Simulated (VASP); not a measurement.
Wanted: the native input for a VASP 6.6.1 run.

```yaml
Task: single point
Functional: PBEsol
Potentials_or_basis: VASP PAW PBE potentials, release 64 (Cd_sv_GW)
Cutoff: 540 eV
k_mesh: 10 × 10 × 5
Occupations: fermi-dirac, width 0.05 eV
Spin: no spin polarisation
Dipole_correction: no
Second_run: valence_matched
Further_INCAR_settings: ALGO = Normal; EDIFF = 1e-06; NBANDS = 27
```

The structure of Cd lies in POSCAR:

```
Cd
1.0
    2.9180596717      0.0000000000      0.0000000000
   -1.4590298358      2.5271138055      0.0000000000
    0.0000000000      0.0000000000      5.5029719036
Cd
2
Direct
    0.6666666667      0.3333333333      0.7500000000
    0.3333333333      0.6666666667      0.2500000000
```

These files were run (other wordings do the same):

INCAR

```
SYSTEM = Cd
ALGO = Normal
EDIFF = 1E-6
ENCUT = 540
GGA = PS
GGA_COMPAT = .False.
ISIF = 2
ISMEAR = -1
LASPH = .True.
LCHARG = .False.
LREAL = .False.
LWAVE = .False.
NBANDS = 27
NELM = 120
PREC = Accurate
SIGMA = 0.05
```

KPOINTS

```
k-points
0
Gamma
  10 10 5
  0 0 0
```

Potentials or basis: VASP PAW PBE potentials, release 64 (Cd_sv_GW).

The run is started by

```console
$ cat potpaw_PBE.64/Cd_sv_GW/POTCAR > POTCAR
$ mpirun -np 1 vasp_std > vasp.out
```

Results of the run:

The pressure is 0.1 GPa. The band gap on the k mesh is zero (band 20 reaches 8.10 eV, above the bottom of band 21 at 4.05 eV).

Caveat: the PAW data sets were made with another functional, which shifts forces and pressure a little.

Run time: 16 s on 1 thread of Intel(R) Xeon(R) 6975P-C (Granite Rapids) (shared host), peak memory 0.19 GiB.
